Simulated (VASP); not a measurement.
The system is SnO.

```
Sn O
1.0
     3.78810    0.00000    0.00000
     0.00000    3.78810    0.00000
     0.00000    0.00000    4.85411
Sn O
2 2
Direct
  0.50000 0.00000 0.76463
  0.00000 0.50000 0.23537
  0.00000 0.00000 0.00000
  0.50000 0.50000 0.00000
```

Base run:

```yaml
Program: VASP 6.6.1
Functional: PBE
Dispersion: D3(BJ)
Potentials_or_basis: VASP PAW PBE potentials, release 64 (Sn_d, O)
Cutoff: 520 eV
k_mesh: 7 × 7 × 6
Occupations: fermi-dirac, width 0.05 eV
Spin: no spin polarisation
```

Its results: band gap on the k mesh 0.31 eV, indirect (least direct gap 2.04 eV); pressure 3.8 GPa; largest force 0.768 eV/Å.

Task: The run is repeated on the same cell with these changes: functional from PBE to PBEsol; dispersion from D3(BJ) to D4. What comes out?

Result: Band gap on the k mesh 0.30 eV, indirect (least direct gap 1.95 eV); pressure 0.3 GPa; largest force 0.452 eV/Å.

Several settings changed at once, so the effect can't be laid on one alone.

Caveats: spin-orbit coupling is left out, which moves the levels of the heavy elements; the PAW data sets were made with another functional, which shifts forces and pressure a little (some runs).

A k mesh can miss the band edges.
